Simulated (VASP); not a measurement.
Wanted: the native input for a VASP 6.6.1 run.

* Task: single point
* Functional: PBE
* Potentials or basis: VASP PAW PBE potentials, release 64 (Cd)
* Cutoff: 520 eV
* k mesh: 13 × 13 × 13
* Occupations: fermi-dirac, width 0.1 eV
* Spin: no spin polarisation
* Dipole correction: no
* Further INCAR settings: ALGO = Normal; EDIFF = 1e-06; NBANDS = 19

The structure of Cd lies in POSCAR:

```
Cd
1.0
    0.0000000000      3.4270150909      3.4270150909
    3.4270150909      0.0000000000      3.4270150909
    3.4270150909      3.4270150909      0.0000000000
Cd
2
Direct
    0.1250000000      0.1250000000      0.1250000000
    0.8750000000      0.8750000000      0.8750000000
```

This cell differs from its parent crystal: volume scaled by 1.08.

One way to write it, as run:

INCAR

```
SYSTEM = Cd
PREC     = Accurate       ! precision mode
ENCUT    = 520            ! plane-wave cutoff, eV
EDIFF    = 1E-6           ! SCF threshold, eV
ISMEAR   = -1             ! smearing method
SIGMA    = 0.1            ! smearing width, eV
LREAL    = .False.        ! projectors in reciprocal space
LASPH    = .True.         ! aspherical terms in the spheres
NELM     = 100            ! most SCF steps
ALGO     = Normal         ! electronic algorithm
ISIF     = 2              ! what is computed and relaxed
LWAVE    = .False.        ! write WAVECAR
LCHARG   = .False.        ! write CHGCAR
GGA      = PE             ! functional
NBANDS   = 19             ! bands
```

KPOINTS

```
regular mesh
0
Gamma
  13 13 13
  0 0 0
```

Potentials or basis: VASP PAW PBE potentials, release 64 (Cd).

Command:

```bash
$ cat potpaw_PBE.64/Cd/POTCAR > POTCAR
$ mpirun -np 1 vasp_std > vasp.out
```

Results of the run:

The pressure is -0.7 GPa. The band gap on the k mesh is zero (band 12 reaches 3.82 eV, above the bottom of band 13 at -0.40 eV).

Run time: 69 s on 1 thread of Intel Xeon 6975P-C (shared host), peak memory 0.26 GiB.
